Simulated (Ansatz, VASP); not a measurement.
# Ag: VASP beside Ansatz

The input POSCAR:

```
Ag
1.0
   -1.6218556592      1.6218556592      1.6218556592
    1.6218556592     -1.6218556592      1.6218556592
    1.6218556592      1.6218556592     -1.6218556592
Ag
1
Direct
    0.0000000000      0.0000000000      0.0000000000
```

File INCAR.step1:

```
ALGO     = Normal         # electronic algorithm
EDIFF    = 1E-5           # SCF threshold, eV
ENCUT    = 520            # plane-wave cutoff, eV
GGA      = PE             # functional
ISIF     = 2              # what is computed and relaxed
ISMEAR   = -1             # smearing method
LASPH    = True           # aspherical terms in the spheres
LCHARG   = False          # write CHGCAR
LREAL    = False          # projectors in reciprocal space
LWAVE    = True           # write WAVECAR
NBANDS   = 12             # bands
NELM     = 80             # most SCF steps
PREC     = Accurate       # precision mode
SIGMA    = 0.05           # smearing width, eV
```

The input INCAR.step2:

```
ALGO     = Normal         # electronic algorithm
EDIFF    = 1E-7           # SCF threshold, eV
ENCUT    = 520            # plane-wave cutoff, eV
GGA      = PE             # functional
HFSCREEN = 0.2079         # screening, 1/A
ISIF     = 2              # what is computed and relaxed
ISMEAR   = -1             # smearing method
ISTART   = 1            
LASPH    = True           # aspherical terms in the spheres
LCHARG   = False          # write CHGCAR
LHFCALC  = True           # exact exchange
LREAL    = False          # projectors in reciprocal space
LWAVE    = False          # write WAVECAR
NBANDS   = 12             # bands
NELM     = 80             # most SCF steps
PREC     = Accurate       # precision mode
PRECFOCK = Normal       
SIGMA    = 0.05           # smearing width, eV
```

File KPOINTS:

```
k-points
0
Gamma
  6 6 6
```

input

```
crystal:
  lattice:
    - [-1.6218556592, 1.6218556592, 1.6218556592]
    - [1.6218556592, -1.6218556592, 1.6218556592]
    - [1.6218556592, 1.6218556592, -1.6218556592]
  atoms:
    - { symbol: Ag, position: [0.0, 0.0, 0.0] }
hamiltonian:
  xc: hse06
  pseudopotentials: { kind: paw }
kpoints:
  mp_grid: { grid: [6, 6, 6] }
scf:
  occupations: { method: fermi_dirac, width: 0.05 }
output:
  forces: true
  stress: true
  eigenvalues: true
```

Alike in both runs: task single point; functional HSE06; k mesh 6 × 6 × 6; occupations fermi-dirac, width 0.05 eV; no spin polarisation.

|  | VASP | Ansatz |
| --- | --- | --- |
| version | VASP 6.6.1 | Ansatz 0.2.0 |
| potentials or method | VASP PAW PBE potentials, release 64 (Ag) | Ansatz PAW |
| plane-wave cutoff (eV) | 520 | 420 |
| valence electrons in the cell | 11 | 19 |

VASP gave:

- gap on the k mesh at the Fermi level (eV): none
- pressure (GPa): 4.8

What did Ansatz give for the same quantities?

gap on the k mesh at the Fermi level (eV): none; pressure (GPa): 4.7.

A gap of «none» marks a metal or a gap that the smearing closes. With one functional, cell and mesh, what is left measures potentials, basis and numerics. VASP's potentials hold 11 valence electrons a cell and Ansatz's 19, so a difference there can come from the potentials and not from the codes.

The k mesh is coarse, so the values compare programs but aren't converged.
